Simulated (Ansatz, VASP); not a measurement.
One calculation of Zn, two programs

```
Zn
1.0
     2.54893    0.00000    0.00000
    -1.27447    2.20744    0.00000
     0.00000    0.00000    4.86216
Zn
2
Cartesian
  0.0000 1.4716 1.2155
  1.2745 0.7358 3.6466
```

Alike in both runs: task relaxation of cell and atoms; functional LDA; k mesh 15 × 15 × 8; occupations fermi-dirac, width 0.15 eV; no spin polarisation.

```csv
,VASP,Ansatz
version,VASP 6.6.1,Ansatz 0.2.0
potentials or method,"VASP PAW LDA potentials, release 64 (Zn), cutoff 600 eV","scalar-relativistic, plane waves, PAW"
valence electrons in the cell,24,24
```

```csv
,VASP,Ansatz,Ansatz less VASP
"gap on the k mesh at the Fermi level, each at its own relaxed structure (eV)",none,none,-
relaxed volume (Å³/atom),13.77,13.69,-0.078
relaxed cell length with the largest relative difference (Å),2.556,2.550,-0.0064
```

Ansatz warns that its potentials were made for another functional, while VASP's fit it. LDA's correlation is that of Perdew and Zunger in VASP and of Perdew and Wang (1992) in Ansatz. A gap of «none» marks a metal or a gap that the smearing closes.
